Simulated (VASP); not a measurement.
Runs of VASP 6.6.1 on InSb. The structure is that of space group Pmmn (No. 59), or close to it. The cells are those of the table. 

| task | cell | gap on the mesh (eV) | pressure (GPa) | largest force (eV/Å) |
| --- | --- | --- | --- | --- |
| single point | a = 5.196, b = 5.541, c = 3.063 Å, 4 atoms | none | 27.1 | 1.13 |
| single point | a = 5.303, b = 5.655, c = 3.063 Å, 4 atoms | none | (a) | 0.87 |
| electric field gradients | a = 5.196, b = 5.541, c = 3.063 Å, 4 atoms | none | 27.1 | 1.13 |
| single point | a = 5.464, b = 5.826, c = 3.063 Å, 4 atoms | none | 13.0 | 0.57 |

Alike in all rows: level PBE; potentials or basis VASP PAW PBE potentials, release 64 (In_d, Sb); no spin polarisation; k mesh 6 × 6 × 11; cutoff (eV) 520; smearing fermi-dirac 0.08 eV.

Question: Estimate the missing entries.

Answer: (a) 20.7.

Caveats: spin-orbit coupling is left out, which moves the levels of the heavy elements; the stress differs along the axes, from 14 to 44 GPa (at least some runs); forces of over 1 eV/Å act on the atoms, so gaps and moduli don't describe the material at rest (at least some runs); the stress differs along the axes, from 10 to 34 GPa (at least some runs); the stress differs along the axes, from 7 to 22 GPa (at least some runs).

A k mesh can miss the band edges, and the runs leave out spin-orbit coupling on In, Sb.

A gap of «none» marks levels without a gap at the run's occupations.
